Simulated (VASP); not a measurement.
Set up this calculation in VASP 6.6.1, as the native input.

```
Task                    : single point
Functional              : PBEsol
Potentials or basis     : VASP PAW PBE potentials, release 64 (Mo_sv, Bi_d)
Cutoff                  : 520 eV
k mesh                  : 10 × 10 × 10
Occupations             : gaussian, width 0.05 eV
Spin                    : no spin polarisation
Dipole correction       : no
k mesh for the DOS      : 15 × 15 × 15
Occupations for the DOS : tetrahedron
Further INCAR settings  : ALGO = Fast; EDIFF = 1e-06; NBANDS = 22
```

Crystal: BiMo.

```
Mo Bi
1.0
     0.00000    3.11001    3.11001
     3.11001    0.00000    3.11001
     3.11001    3.11001    0.00000
Mo Bi
1 1
Direct
  0.00000 0.00000 0.00000
  0.25000 0.25000 0.25000
```

These files were run (other wordings do the same):

POSCAR

```
BiMo
1.0
    0.0000000000      3.1100089294      3.1100089294
    3.1100089294      0.0000000000      3.1100089294
    3.1100089294      3.1100089294      0.0000000000
Mo Bi
1 1
Direct
    0.0000000000      0.0000000000      0.0000000000
    0.2500000000      0.2500000000      0.2500000000
```

INCAR.step1

```
SYSTEM = BiMo
ALGO = Fast
EDIFF = 1E-6
ENCUT = 520
GGA = PS
ISIF = 2
ISMEAR = 0
LASPH = .TRUE.
LCHARG = .TRUE.
LMAXMIX = 4
LREAL = .FALSE.
LWAVE = .FALSE.
NBANDS = 22
NELM = 80
PREC = Accurate
SIGMA = 0.05
```

KPOINTS.step1

```
k-points
0
G
  10 10 10
  0 0 0
```

INCAR.step2

```
SYSTEM = BiMo
ALGO = Fast
EDIFF = 1E-6
ENCUT = 520
GGA = PS
ICHARG = 11
ISIF = 2
ISMEAR = -5
LASPH = .TRUE.
LCHARG = .FALSE.
LMAXMIX = 4
LORBIT = 11
LREAL = .FALSE.
LWAVE = .FALSE.
NBANDS = 22
NEDOS = 2001
NELM = 80
PREC = Accurate
SIGMA = 0.05
```

KPOINTS.step2

```
k-points
0
G
  15 15 15
  0 0 0
```

Potentials or basis: VASP PAW PBE potentials, release 64 (Mo_sv, Bi_d).

Command:

```sh
$ cat potpaw_PBE.64/Mo_sv/POTCAR potpaw_PBE.64/Bi_d/POTCAR > POTCAR
$ cp INCAR.step1 INCAR
$ cp KPOINTS.step1 KPOINTS
$ mpirun -np 1 vasp_std > vasp.out
$ cp INCAR.step2 INCAR
$ cp KPOINTS.step2 KPOINTS
$ mpirun -np 1 vasp_std > vasp.out
```

Results of the run:

The valence electrons inside the program's atomic spheres are Mo 12.37; Bi 13.08.

Run time: 78 s on 1 thread of Intel(R) Xeon(R) 6975P-C (Granite Rapids) (shared host), peak memory 0.3 GiB.
